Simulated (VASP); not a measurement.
Wanted: the native input for a VASP 6.6.1 run.

* Task: single point
* Functional: PBEsol
* Potentials or basis: VASP PAW PBE potentials, release 64 (Mg, O)
* Cutoff: 520 eV
* k mesh: 9 × 9 × 6
* Occupations: gaussian, width 0.05 eV
* Spin: no spin polarisation
* Dipole correction: no
* Further INCAR settings: ALGO = Normal; EDIFF = 1e-06; NBANDS = 16

The structure of MgO lies in POSCAR:

```
MgO
1.0
    3.3258200135      0.0000000000      0.0000000000
   -1.6629100067      2.8802446201      0.0000000000
    0.0000000000      0.0000000000      4.9521460001
Mg O
2 2
Direct
    0.3333333333      0.6666666667     -0.0435585739
    0.6666666667      0.3333333333      0.4564414261
    0.3333333333      0.6666666667      0.4009416620
    0.6666666667      0.3333333333      0.9009416620
```

This cell differs from its parent crystal: c/a of the conventional cell at fixed volume 1.4890.

One way to write it, as run:

INCAR

```
SYSTEM = MgO
ALGO = Normal ; EDIFF = 1E-6
ENCUT = 520 ; GGA = PS
ISIF = 2 ; ISMEAR = 0
LASPH = .TRUE. ; LCHARG = .FALSE.
LREAL = .FALSE. ; LWAVE = .FALSE.
NBANDS = 16 ; NELM = 100
PREC = Accurate ; SIGMA = 0.05
```

KPOINTS

```
k-points
0
G
  9 9 6
  0 0 0
```

Potentials or basis: VASP PAW PBE potentials, release 64 (Mg, O).

The run is started by

```sh
$ cat potpaw_PBE.64/Mg/POTCAR potpaw_PBE.64/O/POTCAR > POTCAR
$ mpirun -np 1 vasp_std > vasp.out
```

It gave:

```json
{
 "Pressure": "-0.7 GPa",
 "Largest force": "0.527 eV/Å",
 "Band gap on the k mesh": "2.98 eV, direct"
}
```

Caveat: the PAW data sets were made with another functional, which shifts forces and pressure a little.

Run time: 40 s on 1 thread of Intel(R) Xeon(R) Platinum 8488C (Sapphire Rapids) (shared host), peak memory 0.19 GiB.
